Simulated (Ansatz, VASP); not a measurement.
**Two plane-wave programs on Ni**

```
Ni
1.0
     0.00000    1.74950    1.74950
     1.74950    0.00000    1.74950
     1.74950    1.74950    0.00000
Ni
1
Direct
  0.00000 0.00000 0.00000
```

Alike in both runs: task single point; functional PBE; k mesh 14 × 14 × 14; occupations gaussian, width 0.05 eV; collinear spin.

```csv
,VASP,Ansatz
version,VASP 6.6.1,Ansatz 0.2.0
potentials or method,"VASP PAW PBE potentials, release 64 (Ni), cutoff 600 eV","PAW, plane waves, scalar-relativistic"
valence electrons in the cell,10,18
```

Ansatz gave:

| Property | Result |
| --- | --- |
| pressure (GPa) | 3.2 |
| net moment per atom (μB) | 0.59 |
| size of the moment on the site where the two differ most (μB) | 0.63 |

Q: Which values does VASP return?

A: Pressure (GPa): 2.9; net moment per atom (μB): 0.58; size of the moment on the site where the two differ most (μB): 0.59.

Site moments also hang on the region over which each program counts them. VASP's potentials hold 10 valence electrons a cell and Ansatz's 18, so a difference there can come from the potentials and not from the codes.
